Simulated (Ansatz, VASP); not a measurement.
# Two plane-wave programs on Ag

File INCAR:

```
ALGO = Normal
EDIFF = 1E-8
ENCUT = 520
GGA = PE
ISIF = 2
ISMEAR = -1
LASPH = True
LCHARG = False
LEFG = True
LREAL = False
LWAVE = False
NBANDS = 12
NELM = 80
PREC = Accurate
SIGMA = 0.03
```

The input KPOINTS:

```
k-points
0
Gamma
  15 15 15
```

Contents of POSCAR:

```
Ag
1.0
    0.0000000000      2.0224612152      2.0224612152
    2.0224612152      0.0000000000      2.0224612152
    2.0224612152      2.0224612152      0.0000000000
Ag
1
Direct
    0.0000000000      0.0000000000      0.0000000000
```

Input for Ansatz:

```yaml
crystal:
  lattice:
    - [0.0, 2.0224612152, 2.0224612152]
    - [2.0224612152, 0.0, 2.0224612152]
    - [2.0224612152, 2.0224612152, 0.0]
  atoms:
    - { symbol: Ag, position: [0.0, 0.0, 0.0] }
kpoints:
  mp_grid: { grid: [15, 15, 15] }
scf:
  occupations: { method: fermi_dirac, width: 0.03 }
hamiltonian:
  xc: pbe
  pseudopotentials: { kind: paw }
output:
  forces: true
  stress: true
  eigenvalues: true
  efg: { contact_densities: true }
```

Change from the starting cell: volume scaled by 0.97, PAW files.

Alike in both runs: task electric field gradients; functional PBE; k mesh 15 × 15 × 15; occupations fermi-dirac, width 0.03 eV; no spin polarisation.

|  | VASP | Ansatz |
| --- | --- | --- |
| version | VASP 6.6.1 | Ansatz 0.2.0 |
| potentials or method | VASP PAW PBE potentials, release 64 (Ag) | PAW with Ansatz's default frozen-core files, scalar-relativistic |
| plane-wave cutoff (eV) | 520 | 420 |
| valence electrons in the cell | 11 | 19 |

Ansatz gave:

| Quantity | Value |
| --- | --- |
| pressure (GPa) | 8.4 |

**Question.** Estimate VASP's values.

**Answer.** Pressure (GPa): 8.2.

VASP's potentials hold 11 valence electrons a cell and Ansatz's 19, so a difference there can come from the potentials and not from the codes.
